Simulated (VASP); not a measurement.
# Cr3SbS4 (I-42m) in VASP: single point with PBE

Aim: the single point of Cr3SbS4 with PBE.

All numbers are computed with VASP 6.6.1; they aren't measurements. Logs are shortened: lines on timing, memory, paths and dates and some standing lists are left out, and cuts for length are marked.

## (1) The cell of the first run

The structure is tetragonal, space group I-42m (No. 121). Conventional cell: a = 5.383 Å, b = 5.383 Å, c = 10.750 Å, α = 90.00°, β = 90.00°, γ = 90.00°. Within 3.1 Å of Cr (site symmetry -42m) lie 4 S at 2.34 Å. Within 3.0 Å of Cr (site symmetry -4) lie 4 S at 2.29 Å. Within 3.2 Å of Sb (site symmetry -42m) lie 4 S at 2.40 Å. Within 3.0 Å of S (site symmetry m) lie 3 Cr at 2.29 to 2.34 Å and 1 Sb at 2.40 Å.

## (2) Single point, PBE, collinear spin, ferrimagnetic start

Input file INCAR:

```
SYSTEM = Cr3SbS4
ALGO = Normal
EDIFF = 1E-6
ENCUT = 520
GGA = PE
ISIF = 2
ISMEAR = -1
ISPIN = 2
LASPH = .True.
LCHARG = .False.
LMAXMIX = 4
LORBIT = 11
LREAL = .False.
LWAVE = .False.
MAGMOM = 3 -3 3 0 0 0 0 0
NBANDS = 46
NELM = 150
PREC = Accurate
SIGMA = 0.1
```

Input file KPOINTS:

```
Automatic mesh
0
Gamma
  4 4 4
  0 0 0.5
```

Input file POSCAR:

```
Cr3SbS4
1.0
    0.0000000000      5.3828590000      0.0000000000
    5.3828590000      0.0000000000      0.0000000000
    2.6914290000      2.6914290000     -5.3748620000
Cr Sb S
3 1 4
Direct
    0.5000000000      0.5000000000      0.0000000000
    0.7500000000      0.2500000000      0.5000000000
    0.2500000000      0.7500000000      0.5000000000
    0.0000000000      0.0000000000      0.0000000000
    0.3870000000      0.3870000000      0.7360000000
    0.6130000000      0.1230000000      0.2640000000
    0.8770000000      0.8770000000      0.7360000000
    0.1230000000      0.6130000000      0.2640000000
```

Potentials or basis: VASP PAW PBE potentials, release 64 (Cr_pv, Sb, S).

Run with:

```
$ cat potpaw_PBE.64/Cr_pv/POTCAR potpaw_PBE.64/Sb/POTCAR potpaw_PBE.64/S/POTCAR > POTCAR
$ mpirun -np 1 vasp_std > vasp.out
```

OUTCAR:

```text
SYSTEM = Cr3SbS4
   EDIFF = 1E-6
   ENCUT = 520
   GGA = PE
   ISIF = 2
   ISMEAR = -1
   ISPIN = 2
   LASPH = .True.
   LORBIT = 11
   LREAL = .False.
   NELM = 150
   PREC = Accurate

 ion  position               nearest neighbor table
   1  0.500  0.500  0.000-   5 2.34   6 2.34   8 2.34   7 2.34
   2  0.750  0.250  0.500-   6 2.29   5 2.29   7 2.29   8 2.29
   3  0.250  0.750  0.500-   8 2.29   5 2.29   7 2.29   6 2.29
   4  0.000  0.000  0.000-   7 2.40   6 2.40   8 2.40   5 2.40
   5  0.387  0.387  0.736-   2 2.29   3 2.29   1 2.34   4 2.40
   6  0.613  0.123  0.264-   2 2.29   3 2.29   1 2.34   4 2.40
   7  0.877  0.877  0.736-   2 2.29   3 2.29   1 2.34   4 2.40
   8  0.123  0.613  0.264-   3 2.29   2 2.29   1 2.34   4 2.40

  LATTYP: Found a body centered tetragonal cell.
 ALAT       =     5.3828590000
 C/A-ratio  =     1.9970287165

  Lattice vectors:

 A1 = (  -2.6914290000,   2.6914300000,   5.3748620000)
 A2 = (   2.6914300000,  -2.6914290000,   5.3748620000)
 A3 = (   2.6914290000,   2.6914290000,  -5.3748620000)

Analysis of symmetry for initial positions (statically):
=====================================================================
 Subroutine PRICEL returns:
 Original cell was already a primitive cell.

 Routine SETGRP: Setting up the symmetry group for a
 body centered tetragonal supercell.

 Subroutine GETGRP returns: Found  8 space group operations
 (whereof  8 operations were pure point group operations)
 out of a pool of 16 trial point group operations.

The static configuration has the point symmetry D_2d.

Analysis of symmetry for dynamics (positions and initial velocities):
=====================================================================
 Subroutine PRICEL returns:
 Original cell was already a primitive cell.

 Routine SETGRP: Setting up the symmetry group for a
 body centered tetragonal supercell.

 Subroutine GETGRP returns: Found  8 space group operations
 (whereof  8 operations were pure point group operations)
 out of a pool of 16 trial point group operations.

The dynamic configuration has the point symmetry D_2d.

Analysis of structural, dynamic, and magnetic symmetry:
=====================================================================
 Subroutine PRICEL returns:
 Original cell was already a primitive cell.

 Routine SETGRP: Setting up the symmetry group for a
 body centered tetragonal supercell.

 Subroutine GETGRP returns: Found  4 space group operations
 (whereof  4 operations were pure point group operations)
 out of a pool of 16 trial point group operations.

The overall configuration has the point symmetry S_4 .

 Subroutine INISYM returns: Found  4 space group operations
 (whereof  4 operations are pure point group operations),
 and found     1 'primitive' translations

----------------------------------------------------------------------------------------

                                     Primitive cell

  volume of cell :     155.7375

  direct lattice vectors                    reciprocal lattice vectors
     0.000000000  5.382859000  0.000000000     0.000000000  0.185774883  0.093025627
     5.382859000  0.000000000  0.000000000     0.185774883  0.000000000  0.093025627
     2.691429000  2.691429000 -5.374862000     0.000000000  0.000000000 -0.186051288

  length of vectors
     5.382859000  5.382859000  6.586100640     0.207764468  0.207764468  0.186051288

  position of ions in fractional coordinates (direct lattice)
     0.500000000  0.500000000  0.000000000
     0.750000000  0.250000000  0.500000000
     0.250000000  0.750000000  0.500000000
     0.000000000  0.000000000  0.000000000
     0.387000000  0.387000000  0.736000000
     0.613000000  0.123000000  0.264000000
     0.877000000  0.877000000  0.736000000
     0.123000000  0.613000000  0.264000000

  ion indices of the primitive-cell ions
   primitive index   ion index
[... 46 lines left out ...]
 -0.250000 -0.250000  0.125000      8.000000
  0.000000  0.000000  0.375000      2.000000
 -0.250000  0.000000  0.375000      4.000000
   k-points           NKPTS =     12   k-points in BZ     NKDIM =     12   number of bands    NBANDS=     46
   number of dos      NEDOS =    301   number of ions     NIONS =      8
   total plane-waves  NPLWV =  80000
   dimension x,y,z NGX =    40 NGY =   40 NGZ =   50
   dimension x,y,z NGXF=    80 NGYF=   80 NGZF=  100
   ions per type =               3   1   4
   NGX,Y,Z   is equivalent  to a cutoff of  12.35, 12.35, 12.62 a.u.
   NGXF,Y,Z  is equivalent  to a cutoff of  24.71, 24.71, 25.24 a.u.
 SYSTEM =  Cr3SbS4
   PREC   = accura    normal or accurate (medium, high low for compatibility)
   ISTART =      0    job   : 0-new  1-cont  2-samecut
   ICHARG =      2    charge: 1-file 2-atom 10-const
   ISPIN  =      2    spin polarized calculation?
   LNONCOLLINEAR =      F non collinear calculations
   LSORBIT =      F    spin-orbit coupling
   LASPH  =      T    aspherical Exc in radial PAW
   ENCUT  =  520.0 eV  38.22 Ry    6.18 a.u.  10.01 10.01 12.25*2*pi/ulx,y,z
   NELM   =    150;   NELMIN=  2; NELMDL= -5     # of ELM steps
   EDIFF  = 0.1E-05   stopping-criterion for ELM
   LREAL  =      F    real-space projection
   EDIFFG = 0.1E-04   stopping-criterion for IOM
   NSW    =      0    number of steps for IOM
   IBRION =     -1    ionic relax: 0-MD 1-quasi-New 2-CG
   NFREE  =      0    steps in history (QN), initial steepest desc. (CG)
   ISIF   =      2    stress and relaxation
   ISYM   =      2    0-nonsym 1-usesym 2-fastsym
   POTIM  = 0.5000    time-step for ionic-motion
   TEBEG  =    0.0;   TEEND  =   0.0 temperature during run
   PSTRESS=    0.0 pullay stress
   NELECT =      65.0000    total number of electrons
   NUPDOWN=      -1.0000    fix difference up-down
   EMIN   =  10.00;   EMAX   =-10.00  energy-range for DOS
   EFERMI =   0.00;   METHOD = LEGACY
   ISMEAR =    -1;   SIGMA  =   0.10  broadening in eV -4-tet -1-fermi 0-gaus
   EFERMI_NEDOS =   21; number of points for ismear=-14 and -15
   IALGO  =     38    algorithm
   IMIX   =      4    mixing-type and parameters
     AMIX     =   0.40;   BMIX     =  1.00
     AMIX_MAG =   1.60;   BMIX_MAG =  1.00
  volume/ion in A,a.u.               =      19.47       131.37
  Fermi-wavevector in a.u.,A,eV,Ry     =   1.223437  2.311960 20.365165  1.496797
  Thomas-Fermi vector in A             =   2.358548
   LORBIT       =     11    0 simple, 1 ext, 2 COOP (PROOUT), +10 PAW based schemes
   GGA     = PE    functional components
   LHFCALC =     F    Hartree Fock is set to
   AEXX    =    0.0000 exact exchange contribution
   IVDW    =     0    specifies the selected vdW correction
   LEPSILON=     F    determine dielectric tensor
   LRPA    =     F    only Hartree local field effects (RPA)
 spin polarized calculation
  energy-cutoff  :      520.00
  volume of cell :      155.74
 maximum number of plane-waves:      4210
   NGX = 21   NGY = 21   NGZ = 25

 number of electron      64.9999970 magnetization       3.6413740

 Free energy of the ion-electron system (eV)
  ---------------------------------------------------
  ext. energy  EPLUGINS =         0.00000000
  ---------------------------------------------------
  free energy    TOTEN  =       -49.52455154 eV

  energy without entropy =      -49.32735309  energy(sigma->0) =      -49.42595231

 E-fermi :   6.9834     XC(G=0): -10.1378

 val. band max:        6.9721760500   @ k =  -0.2500   0.5000   0.1250
 cond. band min:       7.0136328314   @ k =   0.5000   0.0000   0.1250
 fundamental gap:      0.0414567814
 Fermi energy:         6.9833830963

 spin component 1

 k-point     1 :       0.0000    0.0000    0.1250
  band No.  band energies     occupation
      1     -37.2308      1.00000
      2     -37.2308      1.00000
      3     -37.1809      1.00000
      4     -37.1809      1.00000
      5     -37.1781      1.00000
      6     -37.1270      1.00000
[... 553 lines left out ...]
     43       9.7489      0.00000
     44      10.0803      0.00000
 Fermi energy:         6.9833830963

 spin component 2

 k-point     1 :       0.0000    0.0000    0.1250
  band No.  band energies     occupation
      1     -37.0068      1.00000
      2     -37.0068      1.00000
      3     -36.9936      1.00000
      4     -34.1653      1.00000
      5     -34.1653      1.00000
      6     -33.9886      1.00000
[... 553 lines left out ...]
     43      10.1567      0.00000
     44      10.3048      0.00000
 [bands above 44 left out]

------------------------ aborting loop because EDIFF is reached ----------------------------------------

  FORCE on cell =-STRESS in cart. coord.  units (eV):
  Direction    XX          YY          ZZ          XY          YZ          ZX
  --------------------------------------------------------------------------------------
  -------------------------------------------------------------------------------------
  Total        9.5002147      9.5002147     10.0333685     -0.0000001      0.0000009      0.0000009
  in kB       97.7351262     97.7351262    103.2200388     -0.0000009      0.0000096      0.0000096
  external PRESSURE =      99.5634304 kB  Pullay stress =       0.0000000 kB

 VOLUME and BASIS-vectors are now :
 -----------------------------------------------------------------------------
  energy-cutoff  :      520.00
  volume of cell :      155.74
      direct lattice vectors                 reciprocal lattice vectors
     0.000000000  5.382859000  0.000000000     0.000000000  0.185774883  0.093025627
     5.382859000  0.000000000  0.000000000     0.185774883  0.000000000  0.093025627
     2.691429000  2.691429000 -5.374862000     0.000000000  0.000000000 -0.186051288

 POSITION                                       TOTAL-FORCE (eV/Angst)
 -----------------------------------------------------------------------------------
      2.69143      2.69143      0.00000         0.000000      0.000000      0.000000
      2.69143      5.38286     -2.68743         0.000000      0.000000      0.000000
      5.38286      2.69143     -2.68743         0.000000      0.000000      0.000000
      0.00000      0.00000      0.00000         0.000000     -0.000000      0.000000
      4.06406      4.06406     -3.95590         1.107474      0.982024      0.691629
      1.37263      4.01023     -1.41896         0.982024     -1.107474     -0.691629
      6.70166      6.70166     -3.95590        -1.107474     -0.982024      0.691629
      4.01023      1.37263     -1.41896        -0.982024      1.107474     -0.691629
 -----------------------------------------------------------------------------------
    total drift:                                0.000018      0.000018      0.000009

  FREE ENERGIE OF THE ION-ELECTRON SYSTEM (eV)
  ---------------------------------------------------
  free  energy   TOTEN  =       -49.5245515390 eV

  energy  without entropy=      -49.3273530898  energy(sigma->0) =      -49.42595231

 total charge

# of ion       s       p       d       tot
------------------------------------------
    1        0.258   6.224   4.205  10.688
    2        0.274   6.253   4.266  10.792
    3        0.281   6.256   4.240  10.777
    4        1.270   1.070   0.110   2.450
    5        1.333   2.431   0.000   3.764
    6        1.333   2.431   0.000   3.764
    7        1.333   2.431   0.000   3.764
    8        1.333   2.431   0.000   3.764
--------------------------------------------------
tot          7.417  29.525  12.821  49.763

 magnetization (x)

# of ion       s       p       d       tot
------------------------------------------
    1        0.031   0.045   3.240   3.316
    2       -0.012  -0.040  -3.005  -3.057
    3        0.027   0.045   3.018   3.091
    4       -0.026   0.033   0.003   0.010
    5       -0.002  -0.036   0.000  -0.037
    6       -0.002  -0.036   0.000  -0.037
    7       -0.002  -0.036   0.000  -0.037
    8       -0.002  -0.036   0.000  -0.037
--------------------------------------------------
tot          0.014  -0.060   3.257   3.211
```

It took 2.5 min on 1 thread of Intel Xeon 6975P-C (Granite Rapids), shared host; peak memory 0.4 GiB.

Results:

```
Free energy                                           : -49.5246 eV
Pressure                                              : 10.0 GPa
Largest force                                         : 1.634 eV/Å
Net moment                                            : 3.64 μB per cell
Site moments                                          : Cr +3.32, -3.06, +3.09; Sb +0.01; S -0.04 μB
Valence electrons inside the program's atomic spheres : Cr 10.69, 10.79, 10.78; Sb 2.45; S 3.76
```

Forces in eV/Å, atoms in the order of the input:
```
Cr   0.000  0.000  0.000
Cr   0.000  0.000  0.000
Cr   0.000  0.000  0.000
Sb   0.000  0.000  0.000
S    1.107  0.982  0.692
S    0.982 -1.107 -0.692
S   -1.107 -0.982  0.692
S   -0.982  1.107 -0.692
```

Caveat: the cell stands under pressure; spin-orbit coupling is left out, which moves the levels of the heavy elements; forces of over 1 eV/Å act on the atoms, so gaps and moduli don't describe the material at rest. With open d or f shells a metallic result of PBE can be an artefact of self-interaction; +U or a hybrid may open a gap.
